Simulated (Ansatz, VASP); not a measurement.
# Two plane-wave programs on FeCo

```
CELL_PARAMETERS angstrom
2.83903 0.00000 0.00000
0.00000 2.83903 0.00000
0.00000 0.00000 2.83903
ATOMIC_POSITIONS crystal
Fe 0.00000 0.00000 0.00000
Co 0.50000 0.50000 0.50000
```

Alike in both runs: task single point; functional PBE; k mesh 6 × 6 × 6; occupations gaussian, width 0.1 eV; collinear spin.

```csv
,VASP,Ansatz
version,VASP 6.6.1,Ansatz 0.2.0
potentials or method,"VASP PAW PBE potentials, release 64 (Fe, Co), cutoff 600 eV","scalar-relativistic, plane waves, PAW"
valence electrons in the cell,17,33
```

Ansatz gave:

| Item | Value |
| --- | --- |
| gap on the k mesh at the Fermi level (eV) | none |
| pressure (GPa) | 2.6 |
| net moment per atom (μB) | 2.35 |
| size of the moment on the site where the two differ most (μB) | 1.88 |

Q: Which values does VASP return?

A: gap on the k mesh at the Fermi level (eV): none; pressure (GPa): 2.0; net moment per atom (μB): 2.34; size of the moment on the site where the two differ most (μB): 1.82.

Site moments also hang on the region over which each program counts them. A gap of «none» marks a metal or a gap that the smearing closes. With one functional, cell and mesh, what is left measures potentials, basis and numerics. VASP's potentials hold 17 valence electrons a cell and Ansatz's 33, so a difference there can come from the potentials and not from the codes.

The k mesh is coarse, so the values compare programs but aren't converged.
